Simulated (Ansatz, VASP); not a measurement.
Two plane-wave programs on WC

Contents of INCAR:

```
SYSTEM = WC
PREC = Accurate
ENCUT = 520
EDIFF = 1E-6
ISMEAR = 0
SIGMA = 0.15
LREAL = .False.
LASPH = .True.
NELM = 100
ALGO = Normal
ISIF = 2
LWAVE = .False.
LCHARG = .False.
GGA = PS
NBANDS = 16
```

Contents of KPOINTS:

```
Automatic mesh
0
Gamma
  18 18 16
  0 0 0
```

Contents of POSCAR:

```
WC
1.0
    2.9005014360      0.0000000000      0.0000000000
   -1.4502507180      2.5119079273      0.0000000000
    0.0000000000      0.0000000000      2.8290000000
W C
1 1
Direct
    0.0000000000      0.0000000000     -0.0795334040
    0.6666666667      0.3333333333      0.5000000000
```

Input for Ansatz:

```yaml
crystal:
  lattice:
    - [2.900501436, 0.0, 0.0]
    - [-1.450250718, 2.5119079273, 0.0]
    - [0.0, 0.0, 2.829]
  atoms:
    - { symbol: W, position: [0.0, 0.0, -0.079533404] }
    - { symbol: C, position: [0.6666666667, 0.3333333333, 0.5] }
basis:
  ecutwfc: 420
kpoints:
  mp_grid: { grid: [18, 18, 16] }
hamiltonian:
  xc: pbesol
scf:
  occupations: { method: gaussian, width: 0.15 }
output:
  forces: true
  stress: true
  eigenvalues: true
```

Alike in both runs: task single point; functional PBEsol; k mesh 18 × 18 × 16; occupations gaussian, width 0.15 eV; no spin polarisation.

|  | VASP | Ansatz |
| --- | --- | --- |
| version | VASP 6.6.1 | Ansatz 0.2.0 |
| potentials or method | VASP PAW PBE potentials, release 64 (W_sv, C), cutoff 520 eV | scalar-relativistic, plane waves, PAW |
| valence electrons in the cell | 18 | 18 |

```csv
,VASP,Ansatz,Ansatz less VASP
gap on the k mesh at the Fermi level (eV),none,none,-
pressure (GPa),12.1,10.7,-1.41
"traceless stress, the component that is largest in VASP (GPa)",1.92,1.77,-0.152
rms of the force components (eV/Å),2.070,2.048,-0.0217
```

VASP's potentials were made for PBE, not for PBEsol. Atom by atom the forces differ by 0.022 eV/Å (rms over components). A gap of «none» marks a metal or a gap that the smearing closes.

Spin-orbit coupling is off throughout.
